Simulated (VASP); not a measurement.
# Ti (P6_3/mmc) in VASP: notebook

Runs on Ti. Level: PBEsol. Tasks: single point.

All numbers are computed with VASP 6.6.1; they aren't measurements. Logs are shortened: lines on timing, memory, paths and dates and some standing lists are left out, and cuts for length are marked.

**1. The cell of the first run**

Symmetry: P6_3/mmc, No. 194, hexagonal system. The conventional cell has a = 2.009 Å, b = 2.009 Å, c = 3.829 Å, α = 90.00°, β = 90.00°, γ = 120.00°. Ti (site symmetry -6m2) has 12 Ti at 2.01 to 2.24 Å within 2.7 Å.

**2. Single point, PBEsol (volume scaled by 0.4)**

File INCAR:

```
SYSTEM = Ti
PREC = Accurate ; ENCUT = 520
EDIFF = 1E-6 ; ISMEAR = -1
SIGMA = 0.08 ; LREAL = .FALSE.
LASPH = .TRUE. ; NELM = 80
ALGO = Normal ; ISIF = 2
LWAVE = .FALSE. ; LCHARG = .FALSE.
GGA = PS ; NBANDS = 19
```

File KPOINTS:

```
Automatic mesh
0
G
  17 17 9
  0 0 0
```

File POSCAR:

```
Ti
1.0
    2.0093083521      0.0000000000      0.0000000000
   -1.0046541760      1.7401120769      0.0000000000
    0.0000000000      0.0000000000      3.8289295253
Ti
2
Direct
    0.3333333333      0.6666666667      0.2500000000
    0.6666666667      0.3333333333      0.7500000000
```

Potentials or basis: VASP PAW PBE potentials, release 64 (Ti_sv).

On the command line:

```sh
cat potpaw_PBE.64/Ti_sv/POTCAR > POTCAR
mpirun -np 1 vasp_std > vasp.out
```

OUTCAR:

```text
SYSTEM = Ti
   PREC = Accurate
   ENCUT = 520
   EDIFF = 1E-6
   ISMEAR = -1
   LREAL = .FALSE.
   LASPH = .TRUE.
   NELM = 80
   ISIF = 2
   GGA = PS

 ion  position               nearest neighbor table
   1  0.333  0.667  0.250-   2 2.24   2 2.24   2 2.24   2 2.24   2 2.24   2 2.24
   2  0.667  0.333  0.750-   1 2.24   1 2.24   1 2.24   1 2.24   1 2.24   1 2.24

  LATTYP: Found a hexagonal cell.
 ALAT       =     2.0093083521
 C/A-ratio  =     1.9055957844

  Lattice vectors:

 A1 = (   2.0093083521,   0.0000000000,   0.0000000000)
 A2 = (  -1.0046541760,   1.7401120769,   0.0000000000)
 A3 = (   0.0000000000,   0.0000000000,   3.8289295253)

Analysis of symmetry for initial positions (statically):
=====================================================================
 Subroutine PRICEL returns:
 Original cell was already a primitive cell.

 Routine SETGRP: Setting up the symmetry group for a
 hexagonal supercell.

 Subroutine GETGRP returns: Found 24 space group operations
 (whereof 12 operations were pure point group operations)
 out of a pool of 24 trial point group operations.

The static configuration has the point symmetry D_3d.
 The point group associated with its full space group is D_6h.

Analysis of symmetry for dynamics (positions and initial velocities):
=====================================================================
 Subroutine PRICEL returns:
 Original cell was already a primitive cell.

 Routine SETGRP: Setting up the symmetry group for a
 hexagonal supercell.

 Subroutine GETGRP returns: Found 24 space group operations
 (whereof 12 operations were pure point group operations)
 out of a pool of 24 trial point group operations.

The dynamic configuration has the point symmetry D_3d.
 The point group associated with its full space group is D_6h.

 Subroutine INISYM returns: Found 24 space group operations
 (whereof 12 operations are pure point group operations),
 and found     1 'primitive' translations

----------------------------------------------------------------------------------------

                                     Primitive cell

  volume of cell :      13.3876

  direct lattice vectors                    reciprocal lattice vectors
     2.009308352  0.000000000  0.000000000     0.497683692  0.287337814  0.000000000
    -1.004654176  1.740112077  0.000000000     0.000000000  0.574675628  0.000000000
     0.000000000  0.000000000  3.828929525     0.000000000  0.000000000  0.261169602

  length of vectors
     2.009308352  2.009308352  3.828929525     0.574675628  0.574675628  0.261169602

  position of ions in fractional coordinates (direct lattice)
     0.333333333  0.666666667  0.250000000
     0.666666667  0.333333333  0.750000000

  ion indices of the primitive-cell ions
   primitive index   ion index
                 1           1
                 2           2

----------------------------------------------------------------------------------------

 KPOINTS: Automatic mesh

Automatic generation of k-mesh.
 Grid dimensions read from file:
 generate k-points for:   17   17    9

 Generating k-lattice:

  Cartesian coordinates                     Fractional coordinates (reciprocal lattice)
     0.029275511  0.016902224  0.000000000     0.058823529  0.000000000  0.000000000
     0.000000000  0.033804449  0.000000000     0.000000000  0.058823529  0.000000000
     0.000000000  0.000000000  0.029018845     0.000000000  0.000000000  0.111111111

  Length of vectors
     0.033804449  0.033804449  0.029018845

  Shift w.r.t. Gamma in fractional coordinates (k-lattice)
     0.000000000  0.000000000  0.000000000

 Subroutine IBZKPT returns following result:
 ===========================================

 Found    165 irreducible k-points:

 Following reciprocal coordinates:
            Coordinates               Weight
  0.000000  0.000000  0.000000      1.000000
  0.058824 -0.000000  0.000000      6.000000
  0.117647 -0.000000  0.000000      6.000000
  0.176471 -0.000000  0.000000      6.000000
  0.235294 -0.000000  0.000000      6.000000
  0.294118 -0.000000  0.000000      6.000000
[... 16 lines left out ...]
  0.411765  0.117647  0.000000     12.000000
  0.176471  0.176471  0.000000      6.000000
 [... further k-points ...]
   k-points           NKPTS =    165   k-points in BZ     NKDIM =    165   number of bands    NBANDS=     19
   number of dos      NEDOS =    301   number of ions     NIONS =      2
   total plane-waves  NPLWV =   7168
   dimension x,y,z NGX =    16 NGY =   16 NGZ =   28
   dimension x,y,z NGXF=    32 NGYF=   32 NGZF=   56
   ions per type =               2
   NGX,Y,Z   is equivalent  to a cutoff of  13.24, 13.24, 12.16 a.u.
   NGXF,Y,Z  is equivalent  to a cutoff of  26.48, 26.48, 24.31 a.u.
 SYSTEM =  Ti
   PREC   = accura    normal or accurate (medium, high low for compatibility)
   ISTART =      0    job   : 0-new  1-cont  2-samecut
   ICHARG =      2    charge: 1-file 2-atom 10-const
   ISPIN  =      1    spin polarized calculation?
   LNONCOLLINEAR =      F non collinear calculations
   LSORBIT =      F    spin-orbit coupling
   LASPH  =      T    aspherical Exc in radial PAW
   ENCUT  =  520.0 eV  38.22 Ry    6.18 a.u.   3.74  3.74  7.12*2*pi/ulx,y,z
   NELM   =     80;   NELMIN=  2; NELMDL= -5     # of ELM steps
   EDIFF  = 0.1E-05   stopping-criterion for ELM
   LREAL  =      F    real-space projection
   EDIFFG = 0.1E-04   stopping-criterion for IOM
   NSW    =      0    number of steps for IOM
   IBRION =     -1    ionic relax: 0-MD 1-quasi-New 2-CG
   NFREE  =      0    steps in history (QN), initial steepest desc. (CG)
   ISIF   =      2    stress and relaxation
   ISYM   =      2    0-nonsym 1-usesym 2-fastsym
   POTIM  = 0.5000    time-step for ionic-motion
   TEBEG  =    0.0;   TEEND  =   0.0 temperature during run
   PSTRESS=    0.0 pullay stress
   NELECT =      24.0000    total number of electrons
   NUPDOWN=      -1.0000    fix difference up-down
   EMIN   =  10.00;   EMAX   =-10.00  energy-range for DOS
   EFERMI =   0.00;   METHOD = LEGACY
   ISMEAR =    -1;   SIGMA  =   0.08  broadening in eV -4-tet -1-fermi 0-gaus
   EFERMI_NEDOS =   21; number of points for ismear=-14 and -15
   IALGO  =     38    algorithm
   IMIX   =      4    mixing-type and parameters
     AMIX     =   0.40;   BMIX     =  1.00
     AMIX_MAG =   1.60;   BMIX_MAG =  1.00
  volume/ion in A,a.u.               =       6.69        45.17
  Fermi-wavevector in a.u.,A,eV,Ry     =   1.988741  3.758175 53.812266  3.955090
  Thomas-Fermi vector in A             =   3.007066
   LORBIT       =      0    0 simple, 1 ext, 2 COOP (PROOUT), +10 PAW based schemes
   GGA     = PS    functional components
   LHFCALC =     F    Hartree Fock is set to
   AEXX    =    0.0000 exact exchange contribution
   IVDW    =     0    specifies the selected vdW correction
   LEPSILON=     F    determine dielectric tensor
   LRPA    =     F    only Hartree local field effects (RPA)
 non-spin polarized calculation
  energy-cutoff  :      520.00
  volume of cell :       13.39
 maximum number of plane-waves:       375
 NGX is ok and might be reduce to    16
   NGX =  7   NGY =  7   NGZ = 15

 number of electron      24.0000005 magnetization

 Free energy of the ion-electron system (eV)
  ---------------------------------------------------
  ext. energy  EPLUGINS =         0.00000000
  ---------------------------------------------------
  free energy    TOTEN  =        -2.60175895 eV

  energy without entropy =       -2.58769838  energy(sigma->0) =       -2.59472867

 E-fermi :  22.8761     XC(G=0): -17.0805

 val. band max:       22.8645768445   @ k =   0.2941   0.2941   0.0000
 cond. band min:      22.8806726501   @ k =   0.1176   0.0588   0.1111
 fundamental gap:      0.0160958055
 Fermi energy:        22.8760752284

 k-point     1 :       0.0000    0.0000    0.0000
  band No.  band energies     occupation
      1     -36.1353      2.00000
      2     -34.2126      2.00000
      3     -14.2556      2.00000
      4      -7.3984      2.00000
      5      -5.6486      2.00000
      6      -5.6486      2.00000
[... 11 lines left out ...]
     18      29.7861      0.00000
     19      31.3462      0.00000

 k-point     2 :       0.0588   -0.0000    0.0000
  band No.  band energies     occupation
      1     -36.0441      2.00000
      2     -34.1375      2.00000
      3     -14.1611      2.00000
      4      -7.3861      2.00000
      5      -6.0104      2.00000
      6      -5.7442      2.00000
[... 11 lines left out ...]
     18      28.5271      0.00000
     19      31.4221      0.00000

 k-point     3 :       0.1176   -0.0000    0.0000
  band No.  band energies     occupation
      1     -35.7751      2.00000
      2     -33.9178      2.00000
      3     -13.8821      2.00000
      4      -7.3556      2.00000
      5      -7.0078      2.00000
      6      -6.4429      2.00000
[... 11 lines left out ...]
     18      27.7790      0.00000
     19      31.5639      0.00000

 k-point     4 :       0.1765   -0.0000    0.0000
  band No.  band energies     occupation
      1     -35.3426      2.00000
      2     -33.5720      2.00000
      3     -13.4327      2.00000
      4      -8.4328      2.00000
      5      -7.7559      2.00000
      6      -7.3256      2.00000
[... 11 lines left out ...]
     18      27.0794      0.00000
     19      31.6576      0.00000

 k-point     5 :       0.2353   -0.0000    0.0000
  band No.  band energies     occupation
      1     -34.7738      2.00000
      2     -33.1340      2.00000
      3     -12.8377      2.00000
      4     -10.0534      2.00000
      5      -9.2647      2.00000
      6      -7.3255      2.00000
[... 11 lines left out ...]
     18      28.3875      0.00000
     19      31.6677      0.00000
[... 334 lines left out ...]
      2     -32.0975      2.00000
      3     -12.8934      2.00000
      4     -12.1263      2.00000
      5     -11.1795      2.00000
      6      -8.3021      2.00000
[... 11 lines left out ...]
     18      31.8247      0.00000
     19      35.5377      0.00000

 k-point    22 :       0.3529    0.1176    0.0000
  band No.  band energies     occupation
      1     -32.6638      2.00000
      2     -31.8048      2.00000
      3     -13.8607      2.00000
      4     -12.9870      2.00000
      5     -10.4886      2.00000
      6      -8.6708      2.00000
[... 11 lines left out ...]
     18      32.5768      0.00000
     19      37.3397      0.00000

 k-point    23 :       0.4118    0.1176    0.0000
  band No.  band energies     occupation
      1     -32.2906      2.00000
      2     -31.6799      2.00000
      3     -14.3830      2.00000
      4     -13.4617      2.00000
      5     -10.0033      2.00000
      6      -8.8609      2.00000
[... 11 lines left out ...]
     18      32.8391      0.00000
     19      38.4377      0.00000

 k-point    24 :       0.1765    0.1765    0.0000
  band No.  band energies     occupation
      1     -33.9670      2.00000
      2     -32.5504      2.00000
      3     -11.9792      2.00000
      4     -11.1253      2.00000
      5     -10.9680      2.00000
      6      -7.8697      2.00000
[... 11 lines left out ...]
     18      30.6635      0.00000
     19      33.4256      0.00000

 [... further k-points ...]
[... 5 lines left out ...]
  --------------------------------------------------------------------------------------
  -------------------------------------------------------------------------------------
  Total       37.7600292     37.7600292     36.2369834      0.0000000      0.0000000      0.0000000
  in kB     4518.9935357   4518.9935354   4336.7205297      0.0000001      0.0000000      0.0000000
  external PRESSURE =    4458.2358669 kB  Pullay stress =       0.0000000 kB

 VOLUME and BASIS-vectors are now :
 -----------------------------------------------------------------------------
  energy-cutoff  :      520.00
  volume of cell :       13.39
      direct lattice vectors                 reciprocal lattice vectors
     2.009308352  0.000000000  0.000000000     0.497683692  0.287337814  0.000000000
    -1.004654176  1.740112077  0.000000000     0.000000000  0.574675628  0.000000000
     0.000000000  0.000000000  3.828929525     0.000000000  0.000000000  0.261169602

 POSITION                                       TOTAL-FORCE (eV/Angst)
 -----------------------------------------------------------------------------------
     -0.00000      1.16007      0.95723        -0.000000      0.000000      0.000000
      1.00465      0.58004      2.87170         0.000000     -0.000000      0.000000
 -----------------------------------------------------------------------------------
    total drift:                               -0.000000      0.000000      0.000000

  FREE ENERGIE OF THE ION-ELECTRON SYSTEM (eV)
  ---------------------------------------------------
  free  energy   TOTEN  =        -2.6017589474 eV

  energy  without entropy=       -2.5876983848  energy(sigma->0) =       -2.59472867
```

Wall time 36 s (1 thread of Intel Xeon 8259CL, shared host); peak memory 0.15 GiB.

What came out:

| Property | Result |
| --- | --- |
| Free energy | -2.6018 eV |
| Pressure | 445.8 GPa |
| Band gap on the k mesh | zero (band 12 reaches 23.80 eV, above the bottom of band 13 at 21.77 eV) |

Levels at points of the mesh, in eV from the Fermi level:
```
           k point  band 9  band 10  band 11  band 12  band 13  band 14  band 15  band 16
(0.00, 0.00, 0.00)   -4.96    -3.67    -1.21     0.84     0.84     1.69     1.69     5.68
```

Caveat: the PAW data sets were made with another functional, which shifts forces and pressure a little.

**3. Single point, PBEsol (volume scaled by 0.45)**

File INCAR:

```
SYSTEM = Ti
ALGO = Normal
EDIFF = 1E-6
ENCUT = 520
GGA = PS
ISIF = 2
ISMEAR = -1
LASPH = .True.
LCHARG = .True.
LELF = .True.
LREAL = .False.
LVHAR = .True.
LWAVE = .False.
NBANDS = 19
NELM = 60
PREC = Accurate
SIGMA = 0.08
```

File KPOINTS:

```
k-points
0
Gamma
  17 17 9
  0 0 0
```

File POSCAR:

```
Ti
1.0
    2.0807466602      0.0000000000      0.0000000000
   -1.0403733301      1.8019794666      0.0000000000
    0.0000000000      0.0000000000      4.0168411902
Ti
2
Direct
    0.3333333333      0.6666666667      0.2500000000
    0.6666666667      0.3333333333      0.7500000000
```

Potentials or basis: VASP PAW PBE potentials, release 64 (Ti_sv).

On the command line:

```sh
cat potpaw_PBE.64/Ti_sv/POTCAR > POTCAR
mpirun -np 1 vasp_std > vasp.out
```

Run time: 40 s. Hardware: 1 thread of Intel Xeon 8259CL, shared host; peak memory 0.15 GiB.

Results (log left out):

```yaml
Free_energy: -6.5060 eV
Pressure: 314.3 GPa
Band_gap_on_the_k_mesh: zero (band 12 reaches 21.45 eV, above the bottom of band 13 at 19.76 eV)
```

Stress tensor (GPa, compression positive):
```
318.25   0.00   0.00
  0.00 318.25   0.00
  0.00   0.00 306.42
```

Levels at points of the mesh, in eV from the Fermi level:
```
           k point  band 10  band 11  band 12  band 13  band 14  band 15
(0.00, 0.00, 0.00)    -3.48    -1.40     1.13     1.13     1.82     1.82
```

Caveat: the PAW data sets were made with another functional, which shifts forces and pressure a little.
